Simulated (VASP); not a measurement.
**PtSe2: single point with PBE+D3(BJ)**

PtSe2:

```xyz
3
Lattice="3.7722 0.0000 0.0000 -1.8861 3.2668 0.0000 0.0000 0.0000 4.8212" Properties=species:S:1:pos:R:3 pbc="T T T"
Pt    0.0000    0.0000    0.0000
Se    0.0000    2.1779    1.2794
Se    1.8861    1.0889    3.5417
```

- Program: VASP 6.6.1
- Task: single point
- Functional: PBE
- Dispersion: D3(BJ)
- Potentials or basis: VASP PAW PBE potentials, release 64 (Pt, Se)
- Cutoff: 520 eV
- k mesh: 10 × 10 × 8
- Occupations: gaussian, width 0.05 eV
- Spin: no spin polarisation

The pressure is 0.0 GPa, the largest force is 0.005 eV/Å and the band gap on the k mesh is zero (bands 11 and 12 overlap by 0.92 eV). The dispersion energy per atom is -0.490 eV.

Forces in eV/Å, atoms in the order of the input:
```
Pt   0.000  0.000  0.000
Se   0.000  0.000  0.005
Se   0.000  0.000 -0.005
```

Levels at points of the mesh, in eV from the Fermi level:
```csv
k point,band 9,band 10,band 11,band 12,band 13,band 14
"(0.00, 0.00, 0.00)",-1.00,-1.00,0.79,1.08,1.08,3.37
"(0.50, 0.00, 0.00)",-3.31,-3.25,-2.91,0.51,2.51,5.03
"(0.00, 0.00, 0.50)",-1.71,-1.71,-1.70,2.33,2.33,5.00
"(0.50, 0.00, 0.50)",-3.07,-2.58,-1.09,0.62,1.47,4.93
```

Wall time 83 s on 1 thread of Intel Xeon 8259CL (shared host), peak memory 0.25 GiB.

Caveat: spin-orbit coupling is left out, which moves the levels of the heavy elements.
